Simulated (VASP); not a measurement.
Set up this calculation in VASP 6.6.1, as the native input.

```yaml
Task: relaxation of cell and atoms
Functional: PBE
Potentials_or_basis: VASP PAW PBE potentials, release 64 (Ta_pv, Cl, F)
Cutoff: 600 eV
k_mesh: 3 × 3 × 2
Occupations: gaussian, width 0.15 eV
Spin: no spin polarisation
Dipole_correction: no
Further_INCAR_settings: ALGO = Normal; EDIFF = 1e-07; IBRION = 2; EDIFFG = -0.08; NSW = 36; ISIF = 3
```

The structure of TaCl3F lies in POSCAR:

```
TaCl3F
1.0
    4.4723291900      0.0000000000      0.0000000000
    0.0000000000      4.4723291900      0.0000000000
    0.0000000000      0.0000000000      5.7866315200
Ta Cl F
1 3 1
Direct
    0.5000000000      0.5000000000      0.9916230200
    0.0000000000      0.0000000000      0.2268915200
    0.0000000000      0.5000000000      0.6927249700
    0.5000000000      0.0000000000      0.6927249700
    0.0000000000      0.0000000000      0.5676180100
```

The cell was built from a structure type or drawn by symmetry, and may not be a known phase.

The input as run:

INCAR

```
PREC = Accurate
ENCUT = 600
EDIFF = 1E-7
ISMEAR = 0
SIGMA = 0.15
LREAL = F
LASPH = T
NELM = 120
ALGO = Normal
ISIF = 3
LWAVE = F
LCHARG = F
GGA = PE
IBRION = 2
NSW = 36
EDIFFG = -0.08
GGA_COMPAT = F
NELMIN = 4
```

KPOINTS

```
Automatic mesh
0
Gamma
  3 3 2
```

Potentials or basis: VASP PAW PBE potentials, release 64 (Ta_pv, Cl, F).

Launch:

```bash
$ cat potpaw_PBE.64/Ta_pv/POTCAR potpaw_PBE.64/Cl/POTCAR potpaw_PBE.64/F/POTCAR > POTCAR
$ mpirun -np 1 vasp_std > vasp.out
```

Results of the run:

```yaml
Relaxed_volume: 23.32 Å³/atom
Relaxed_cell: a = 4.030 Å, b = 4.030 Å, c = 7.181 Å, α = 90.00°, β = 90.00°, γ = 90.00°
Space_group_after_relaxing_to_0.1_Å: P4mm (No. 99)
Energy_gained_by_relaxing: 997.1 meV/atom
Ionic_steps: 24
Pressure_after_relaxing: -0.1 GPa
Largest_force_after_relaxing: 0.028 eV/Å
Band_gap_on_the_k_mesh: zero (an odd number of electrons rules out a gap without spin polarisation)
```

Caveat: the k points lie up to 0.52 Å⁻¹ apart in the final cell, too coarse for converged energies and pressures of a metal; a cell axis changed by over 15 % at a fixed basis, so the end point is rough; spin-orbit coupling is left out, which moves the levels of the heavy elements; an odd number of electrons without spin polarisation forces a metal; a magnetic or distorted state may lie lower.

It took 5.1 min on 1 thread of AMD EPYC 9R45 96-Core Processor (Zen 5) (shared host), peak memory 0.22 GiB.
